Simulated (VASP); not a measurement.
Write the native input for VASP 6.6.1 that does the following.

| Item | Value |
| --- | --- |
| Task | dielectric tensor |
| Functional | r2SCAN |
| Potentials or basis | VASP PAW PBE potentials, release 64 (B, P) |
| Cutoff | 520 eV |
| k mesh | 8 × 8 × 8 |
| Occupations | gaussian, width 0.01 eV |
| Spin | no spin polarisation |
| Dipole correction | no |
| Further INCAR settings | ALGO = Normal; EDIFF = 1e-08 |

The structure of BP lies in POSCAR:

```
BP
1.0
    0.0000000000      2.2683154741      2.2683154741
    2.2683154741      0.0000000000      2.2683154741
    2.2683154741      2.2683154741      0.0000000000
B P
1 1
Direct
    0.0000000000      0.0000000000      0.0000000000
    0.2500000000      0.2500000000      0.2500000000
```

These files were run (other wordings do the same):

INCAR

```
PREC = Accurate
ENCUT = 520
EDIFF = 1E-8
ISMEAR = 0
SIGMA = 0.01
LREAL = False
LASPH = True
NELM = 80
ALGO = Normal
ISIF = 2
LWAVE = False
LCHARG = False
METAGGA = R2SCAN
LMIXTAU = True
LCALCEPS = True
```

KPOINTS

```
Automatic mesh
0
Gamma
  8 8 8
```

Potentials or basis: VASP PAW PBE potentials, release 64 (B, P).

Launch:

```console
$ cat potpaw_PBE.64/B/POTCAR potpaw_PBE.64/P/POTCAR > POTCAR
$ mpirun -np 1 vasp_std > vasp.out
```

It gave:

```
Band gap on the k mesh                  : 1.48 eV, indirect (least direct gap 3.64 eV)
Electronic dielectric tensor (diagonal) : 8.63
Born charges (mean of the diagonal)     : B -0.44; P +0.44 e
```

Run time: 33 min on 1 thread of AMD EPYC 7R43 64-Core Processor (Zen 3) (shared host), peak memory 0.21 GiB.
